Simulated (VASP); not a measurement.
A run of VASP 6.6.1:

Contents of INCAR:

```
PREC     = Accurate       # precision mode
ENCUT    = 600            # plane-wave cutoff, eV
EDIFF    = 1E-7           # SCF threshold, eV
ISMEAR   = -1             # smearing method
SIGMA    = 0.1            # smearing width, eV
LREAL    = False          # projectors in reciprocal space
LASPH    = True           # aspherical terms in the spheres
NELM     = 60             # most SCF steps
ALGO     = Normal         # electronic algorithm
ISIF     = 3              # what is computed and relaxed
LWAVE    = False          # write WAVECAR
LCHARG   = False          # write CHGCAR
GGA      = B5             # functional
ALDAX    = 1.0          
AGGAX    = 1.0          
AGGAC    = 1.0          
ALDAC    = 0.0          
IBRION   = 2              # ionic algorithm
NSW      = 80             # ionic steps
EDIFFG   = -0.01          # ionic threshold
```

KPOINTS

```
Automatic mesh
0
Gamma
  13 13 13
```

File POSCAR:

```
Ta
1.0
    0.0000000000      2.0825235034      2.0825235034
    2.0825235034      0.0000000000      2.0825235034
    2.0825235034      2.0825235034      0.0000000000
Ta
1
Direct
    0.0000000000      0.0000000000      0.0000000000
```

Potentials or basis: VASP PAW PBE potentials, release 64 (Ta_pv).

The run is started by

```console
$ cat potpaw_PBE.64/Ta_pv/POTCAR > POTCAR
$ mpirun -np 1 vasp_std > vasp.out
```

Hardware: 1 thread of Intel(R) Xeon(R) Platinum 8488C (Sapphire Rapids), on a shared host.

Q: How long does it take, and how much memory?

A: Run time: 31 s on 1 thread of Intel(R) Xeon(R) Platinum 8488C (Sapphire Rapids) (shared host), peak memory 0.16 GiB. Counts: scf iterations 33, k points 84, ion steps 4.
